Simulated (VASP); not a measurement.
Crystal: SrO.

```
CELL_PARAMETERS angstrom
0.00000 2.56630 2.56630
2.56630 0.00000 2.56630
2.56630 2.56630 0.00000
ATOMIC_POSITIONS crystal
Sr 0.50000 0.50000 0.50000
O 0.00000 0.00000 0.00000
```

| Item | Value |
| --- | --- |
| Program | VASP 6.6.1 |
| Task | relaxation of cell and atoms |
| Functional | PBE |
| Potentials or basis | VASP PAW PBE potentials, release 64 (Sr_sv, O) |
| Cutoff | 600 eV |
| k mesh | 10 × 10 × 10 |
| Occupations | fermi-dirac, width 0.02 eV |
| Spin | no spin polarisation |

At the start: pressure 3.8 GPa; volume 16.90 Å³/atom.

**Question.** Where does the relaxation end?

**Answer.** Over 3 steps the energy falls by 8.2 meV/atom and the volume is 17.62 Å³/atom (+4.2 %); space group Fm-3m (No. 225, to 0.1 Å) before and after.

Step by step:
| step | energy change (eV) | largest force (eV/Å) | pressure (GPa) | volume (Å³) |
| --- | --- | --- | --- | --- |
| 1 | 0.0000 | 0.0000 | 3.83 | 33.80 |
| 2 | -0.0140 | 0.0000 | -1.33 | 35.82 |
| 3 | -0.0164 | 0.0000 | 0.01 | 35.23 |

Final structure:
```
Sr O
1.0
     0.00000    2.60195    2.60195
     2.60195    0.00000    2.60195
     2.60195    2.60195    0.00000
Sr O
1 1
Direct
  0.50000 0.50000 0.50000
  0.00000 0.00000 0.00000
```
